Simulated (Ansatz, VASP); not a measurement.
## One calculation of Na, two programs

The input INCAR:

```
SYSTEM = Na
PREC     = Accurate       ! precision mode
ENCUT    = 520            ! plane-wave cutoff, eV
EDIFF    = 1E-6           ! SCF threshold, eV
ISMEAR   = 0              ! smearing method
SIGMA    = 0.1            ! smearing width, eV
LREAL    = .FALSE.        ! projectors in reciprocal space
LASPH    = .TRUE.         ! aspherical terms in the spheres
NELM     = 80             ! most SCF steps
ALGO     = Fast           ! electronic algorithm
ISIF     = 2              ! what is computed and relaxed
LWAVE    = .FALSE.        ! write WAVECAR
LCHARG   = .FALSE.        ! write CHGCAR
GGA      = PE             ! functional
NBANDS   = 10             ! bands
```

The input KPOINTS:

```
Automatic mesh
0
G
  6 6 6
  0 0 0
```

POSCAR

```
Na
1.0
    6.7608103061      0.1704565313      0.1217847652
    0.1704565313      7.1822108778      0.1704565313
    0.1217847652      0.1704565313      6.7608103061
Na
1
Direct
    0.0000000000      0.0000000000      0.0000000000
```

Input for Ansatz:

```yaml
crystal:
  lattice:
    - [6.7608103061, 0.1704565313, 0.1217847652]
    - [0.1704565313, 7.1822108778, 0.1704565313]
    - [0.1217847652, 0.1704565313, 6.7608103061]
  atoms:
    - { symbol: Na, position: [0.0, 0.0, 0.0] }
basis:
  ecutwfc: 420
kpoints:
  mp_grid: { grid: [6, 6, 6] }
hamiltonian:
  xc: pbe
scf:
  occupations: { method: gaussian, width: 0.1 }
output:
  forces: true
  stress: true
  eigenvalues: true
```

Alike in both runs: task single point; functional PBE; k mesh 6 × 6 × 6; occupations gaussian, width 0.1 eV; no spin polarisation.

|  | VASP | Ansatz |
| --- | --- | --- |
| version | VASP 6.6.1 | Ansatz 0.2.0 |
| potentials or method | VASP PAW PBE potentials, release 64 (Na_pv), cutoff 520 eV | scalar-relativistic, plane waves, PAW |
| valence electrons in the cell | 7 | 9 |

|  | VASP | Ansatz | Ansatz less VASP |
| --- | --- | --- | --- |
| gap on the k mesh at the Fermi level (eV) | none | none | - |
| pressure (GPa) | -0.1 | -0.1 | 0.00 |
| traceless stress, the component that is largest in VASP (GPa) | 0.05 | 0.05 | +0.001 |

A gap of «none» marks a metal or a gap that the smearing closes. VASP's potentials hold 7 valence electrons a cell and Ansatz's 9, so a difference there can come from the potentials and not from the codes.
